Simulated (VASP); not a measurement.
# TiH (Fm-3m) in VASP: further runs

TiH is run at these levels: PBEsol; tasks: relaxation of cell and atoms.

All numbers are computed with VASP 6.6.1; they aren't measurements. Logs are shortened: lines on timing, memory, paths and dates and some standing lists are left out, and cuts for length are marked.

### Step 1. The cell of the first run

The structure is cubic, space group Fm-3m (No. 225). Conventional cell: a = 4.180 Å, b = 4.180 Å, c = 4.180 Å, α = 90.00°, β = 90.00°, γ = 90.00°. Within 2.8 Å of Ti (site symmetry m-3m) lie 6 H at 2.09 Å. H (site symmetry m-3m) has 6 Ti at 2.09 Å within 2.8 Å.

### Step 2. Relaxation of cell and atoms, PBEsol, target pressure 20 GPa, at which the enthalpy is minimised

Contents of INCAR:

```
SYSTEM = TiH
PREC = Accurate
ENCUT = 500
EDIFF = 1E-7
ISMEAR = -1
SIGMA = 0.1
LREAL = .FALSE.
LASPH = .TRUE.
NELM = 120
ALGO = Normal
ISIF = 3
LWAVE = .FALSE.
LCHARG = .FALSE.
GGA = PS
IBRION = 2
NSW = 80
EDIFFG = -0.01
PSTRESS = 200.0
GGA_COMPAT = .FALSE.
NELMIN = 4
```

Contents of KPOINTS:

```
Automatic mesh
0
G
  18 18 18
  0 0 0
```

Contents of POSCAR:

```
TiH
1.0
    0.0000000000      2.0900000000      2.0900000000
    2.0900000000      0.0000000000      2.0900000000
    2.0900000000      2.0900000000      0.0000000000
Ti H
1 1
Direct
    0.0000000000      0.0000000000      0.0000000000
    0.5000000000      0.5000000000      0.5000000000
```

Potentials or basis: VASP PAW PBE potentials, release 64 (Ti_sv, H).

Launch:

```sh
> cat potpaw_PBE.64/Ti_sv/POTCAR potpaw_PBE.64/H/POTCAR > POTCAR
> mpirun -np 1 vasp_std > vasp.out
```

OUTCAR:

```text
SYSTEM = TiH
   PREC = Accurate
   ENCUT = 500
   EDIFF = 1E-7
   ISMEAR = -1
   LREAL = .FALSE.
   LASPH = .TRUE.
   NELM = 120
   ISIF = 3
   GGA = PS
   IBRION = 2
   NSW = 80
   EDIFFG = -0.01
   PSTRESS = 200.0
   NELMIN = 4

 ion  position               nearest neighbor table
   1  0.000  0.000  0.000-
   2  0.500  0.500  0.500-

  LATTYP: Found a face centered cubic cell.
 ALAT       =     4.1800000000

  Lattice vectors:

 A1 = (   0.0000000000,   2.0900000000,   2.0900000000)
 A2 = (   2.0900000000,   0.0000000000,   2.0900000000)
 A3 = (   2.0900000000,   2.0900000000,   0.0000000000)

Analysis of symmetry for initial positions (statically):
=====================================================================
 Subroutine PRICEL returns:
 Original cell was already a primitive cell.

 Routine SETGRP: Setting up the symmetry group for a
 face centered cubic supercell.

 Subroutine GETGRP returns: Found 48 space group operations
 (whereof 48 operations were pure point group operations)
 out of a pool of 48 trial point group operations.

The static configuration has the point symmetry O_h .

Analysis of symmetry for dynamics (positions and initial velocities):
=====================================================================
 Subroutine PRICEL returns:
 Original cell was already a primitive cell.

 Routine SETGRP: Setting up the symmetry group for a
 face centered cubic supercell.

 Subroutine GETGRP returns: Found 48 space group operations
 (whereof 48 operations were pure point group operations)
 out of a pool of 48 trial point group operations.

The dynamic configuration has the point symmetry O_h .

 Subroutine INISYM returns: Found 48 space group operations
 (whereof 48 operations are pure point group operations),
 and found     1 'primitive' translations

----------------------------------------------------------------------------------------

                                     Primitive cell

  volume of cell :      18.2587

  direct lattice vectors                    reciprocal lattice vectors
     0.000000000  2.090000000  2.090000000    -0.239234450  0.239234450  0.239234450
     2.090000000  0.000000000  2.090000000     0.239234450 -0.239234450  0.239234450
     2.090000000  2.090000000  0.000000000     0.239234450  0.239234450 -0.239234450

  length of vectors
     2.955706345  2.955706345  2.955706345     0.414366222  0.414366222  0.414366222

  position of ions in fractional coordinates (direct lattice)
     0.000000000  0.000000000  0.000000000
     0.500000000  0.500000000  0.500000000

  ion indices of the primitive-cell ions
   primitive index   ion index
[... 61 lines left out ...]
   ions per type =               1   1
   NGX,Y,Z   is equivalent  to a cutoff of  13.50, 13.50, 13.50 a.u.
   NGXF,Y,Z  is equivalent  to a cutoff of  27.00, 27.00, 27.00 a.u.
 SYSTEM =  TiH
   PREC   = accura    normal or accurate (medium, high low for compatibility)
   ISTART =      0    job   : 0-new  1-cont  2-samecut
   ICHARG =      2    charge: 1-file 2-atom 10-const
   ISPIN  =      1    spin polarized calculation?
   LNONCOLLINEAR =      F non collinear calculations
   LSORBIT =      F    spin-orbit coupling
   LASPH  =      T    aspherical Exc in radial PAW
   ENCUT  =  500.0 eV  36.75 Ry    6.06 a.u.   5.39  5.39  5.39*2*pi/ulx,y,z
   NELM   =    120;   NELMIN=  4; NELMDL= -5     # of ELM steps
   EDIFF  = 0.1E-06   stopping-criterion for ELM
   LREAL  =      F    real-space projection
   EDIFFG = -.1E-01   stopping-criterion for IOM
   NSW    =     80    number of steps for IOM
   IBRION =      2    ionic relax: 0-MD 1-quasi-New 2-CG
   NFREE  =      1    steps in history (QN), initial steepest desc. (CG)
   ISIF   =      3    stress and relaxation
   ISYM   =      2    0-nonsym 1-usesym 2-fastsym
   POTIM  = 0.5000    time-step for ionic-motion
   TEBEG  =    0.0;   TEEND  =   0.0 temperature during run
   PSTRESS=  200.0 pullay stress
   NELECT =      13.0000    total number of electrons
   NUPDOWN=      -1.0000    fix difference up-down
   EMIN   =  10.00;   EMAX   =-10.00  energy-range for DOS
   EFERMI =   0.00;   METHOD = LEGACY
   ISMEAR =    -1;   SIGMA  =   0.10  broadening in eV -4-tet -1-fermi 0-gaus
   EFERMI_NEDOS =   21; number of points for ismear=-14 and -15
   IALGO  =     38    algorithm
   IMIX   =      4    mixing-type and parameters
     AMIX     =   0.40;   BMIX     =  1.00
     AMIX_MAG =   1.60;   BMIX_MAG =  1.00
  volume/ion in A,a.u.               =       9.13        61.61
  Fermi-wavevector in a.u.,A,eV,Ry     =   1.461839  2.762476 29.075302  2.136974
  Thomas-Fermi vector in A             =   2.578124
   LORBIT       =      0    0 simple, 1 ext, 2 COOP (PROOUT), +10 PAW based schemes
   GGA     = PS    functional components
   LHFCALC =     F    Hartree Fock is set to
   AEXX    =    0.0000 exact exchange contribution
   IVDW    =     0    specifies the selected vdW correction
   LEPSILON=     F    determine dielectric tensor
   LRPA    =     F    only Hartree local field effects (RPA)
 conjugate gradient relaxation of ions
 non-spin polarized calculation
  energy-cutoff  :      500.00
  volume of cell :       18.26
 maximum number of plane-waves:       483
 NGX is ok and might be reduce to    24
   NGX = 11   NGY = 11   NGZ = 11

--------------------------------------- Ionic step        1  -------------------------------------------

 number of electron      12.9999996 magnetization

 Free energy of the ion-electron system (eV)
  ---------------------------------------------------
  ext. energy  EPLUGINS =         0.00000000
  ---------------------------------------------------
  free energy    TOTEN  =       -12.45010537 eV

  energy without entropy =      -12.38990360  energy(sigma->0) =      -12.42000448

 E-fermi :   8.6724     XC(G=0): -12.0531

 val. band max:        8.6675420719   @ k =   0.2222   0.1111   0.0556
 cond. band min:       8.6742802190   @ k =   0.5000   0.3333   0.0556
 fundamental gap:      0.0067381471
 Fermi energy:         8.6724497534

 k-point     1 :       0.0000    0.0000    0.0000
  band No.  band energies     occupation
      1     -47.8157      2.00000
      2     -23.8499      2.00000
      3     -23.8499      2.00000
      4     -23.8499      2.00000
      5      -0.8169      2.00000
      6       9.3485      0.00232
      7       9.3485      0.00232
      8       9.3485      0.00232
      9      10.8318      0.00000
     10      10.8318      0.00000
[... 374 lines left out ...]
--------------------------------------- Ionic step        3  -------------------------------------------

 number of electron      12.9999998 magnetization

 Free energy of the ion-electron system (eV)
  ---------------------------------------------------
  ext. energy  EPLUGINS =         0.00000000
  ---------------------------------------------------
  free energy    TOTEN  =       -12.35057263 eV

  energy without entropy =      -12.29542551  energy(sigma->0) =      -12.32299907

 E-fermi :  10.2184     XC(G=0): -12.7236

 val. band max:       10.2177554405   @ k =  -0.1111   0.1111   0.0000
 cond. band min:      10.2217630126   @ k =   0.3889   0.1667   0.0556
 fundamental gap:      0.0040075721
 Fermi energy:        10.2184004507

 k-point     1 :       0.0000    0.0000    0.0000
  band No.  band energies     occupation
      1     -46.0717      2.00000
      2     -21.9359      2.00000
      3     -21.9359      2.00000
      4     -21.9359      2.00000
      5       0.1100      2.00000
      6      10.9274      0.00167
      7      10.9274      0.00167
      8      10.9274      0.00167
      9      12.7148      0.00000
     10      12.7148      0.00000
[... 332 lines left out ...]
  energy  without entropy=      -12.2954255077  energy(sigma->0) =      -12.32299907

  enthalpy is  TOTEN    =       -10.3595008945 eV   P V=        1.9910717313

 reached required accuracy - stopping structural energy minimisation
```

OSZICAR:

```text
N       E                     dE             d eps       ncg     rms          rms(c)
DAV:   1     0.771649869423E+02    0.77165E+02   -0.69028E+03  3902   0.144E+03
DAV:   2    -0.966584185042E+01   -0.86831E+02   -0.85286E+02  3980   0.331E+02
DAV:   3    -0.139551839146E+02   -0.42893E+01   -0.42094E+01  5616   0.776E+01
[... 32 lines left out ...]
DAV:   6    -0.123501157978E+02   -0.31262E-02   -0.80368E-03  5260   0.745E-01    0.984E-02
DAV:   7    -0.123505253891E+02   -0.40959E-03   -0.61905E-04  5180   0.256E-01    0.141E-02
DAV:   8    -0.123505718897E+02   -0.46501E-04   -0.18632E-04  5420   0.835E-02    0.354E-03
DAV:   9    -0.123505725836E+02   -0.69396E-06   -0.60675E-06  5242   0.208E-02    0.997E-04
DAV:  10    -0.123505726258E+02   -0.42197E-07   -0.18673E-07  3762   0.404E-03
   3 F= -.10359501E+02 E0= -.10331927E+02  d E =-.188626E+00
```

CONTCAR:

```text
TiH
   1.00000000000000
     0.0000000000000000    1.9979249290886463    1.9979249290886463
     1.9979249290886463   -0.0000000000000000    1.9979249290886463
     1.9979249290886463    1.9979249290886463    0.0000000000000000
  Ti              H
     1     1
Direct
     0.0000000000000000    0.0000000000000000    0.0000000000000000
     0.5000000000000000    0.5000000000000000    0.5000000000000000

  0.00000000E+00  0.00000000E+00  0.00000000E+00
  0.00000000E+00  0.00000000E+00  0.00000000E+00
```

Run time: 51 s. Hardware: 1 thread of Intel Xeon Platinum 8488C (Sapphire Rapids), shared host; peak memory 0.17 GiB.

What came out:

* Free energy: -12.3506 eV
* Relaxed volume: 7.98 Å³/atom
* Relaxed cell: a = 2.825 Å, b = 2.825 Å, c = 2.825 Å, α = 60.00°, β = 60.00°, γ = 60.00°
* Space group after relaxing (to 0.1 Å): Fm-3m (No. 225)
* Energy change on relaxing (the run minimises the enthalpy): +49.8 meV/atom
* Ionic steps: 3
* Pressure after relaxing: 20.0 GPa
* Band gap on the k mesh: zero (an odd number of electrons rules out a gap without spin polarisation)

The path:
```
step  energy change (eV)  largest force (eV/Å)  pressure (GPa)  volume (Å³)
   1              0.0000                0.0000           -3.71        18.26
   2              0.2790                0.0000           36.42        14.92
   3              0.0995                0.0000           19.97        15.95
```

Final structure:
```yaml
crystal:
  lattice:
    - [0.00000, 1.99792, 1.99792]
    - [1.99792, 0.00000, 1.99792]
    - [1.99792, 1.99792, 0.00000]
  atoms:
    - { symbol: Ti, position: [0.00000, 0.00000, 0.00000] }
    - { symbol: H, position: [0.50000, 0.50000, 0.50000] }
```

Caveat: the cell is relaxed towards a set pressure, so the run minimises the enthalpy, not the energy; the PAW data sets were made with another functional, which shifts forces and pressure a little; an odd number of electrons without spin polarisation forces a metal; a magnetic or distorted state may lie lower.

(Continued in part 2 of 2.)
